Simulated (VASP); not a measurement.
A run of VASP 6.6.1 is set up as follows.

Contents of INCAR:

```
SYSTEM = Sc2In
PREC = Accurate
ENCUT = 520
EDIFF = 1E-6
ISMEAR = 1
SIGMA = 0.1
LREAL = .False.
LASPH = .True.
NELM = 60
ALGO = Normal
ISIF = 2
LWAVE = .False.
LCHARG = .True.
LELF = .True.
LVHAR = .True.
NBANDS = 44
```

KPOINTS

```
regular mesh
0
Gamma
  5 5 4
  0 0 0
```

The input POSCAR:

```
Sc2In
1.0
    5.1740903628      0.0000000000      0.0000000000
   -2.5870451814      4.4808934737      0.0000000000
    0.0000000000      0.0000000000      6.4660329357
Sc In
4 2
Direct
    0.0000000000      0.0000000000      0.0000000000
    0.0000000000      0.0000000000      0.5000000000
    0.3333333333      0.6666666667      0.7500000000
    0.6666666667      0.3333333333      0.2500000000
    0.3333333333      0.6666666667      0.2500000000
    0.6666666667      0.3333333333      0.7500000000
```

Potentials or basis: VASP PAW LDA potentials, release 64 (Sc_sv, In_d).

Launch:

```bash
$ cat potpaw_LDA.64/Sc_sv/POTCAR potpaw_LDA.64/In_d/POTCAR > POTCAR
$ mpirun -np 1 vasp_std > vasp.out
```

(1) What does it give for the band gap on the k mesh?

(2) Predict the pressure.

## Answers

(1) zero (band 35 reaches 5.19 eV, above the bottom of band 36 at 4.70 eV).

(2) -8.8 GPa.

Caveat: spin-orbit coupling is left out, which moves the levels of the heavy elements.
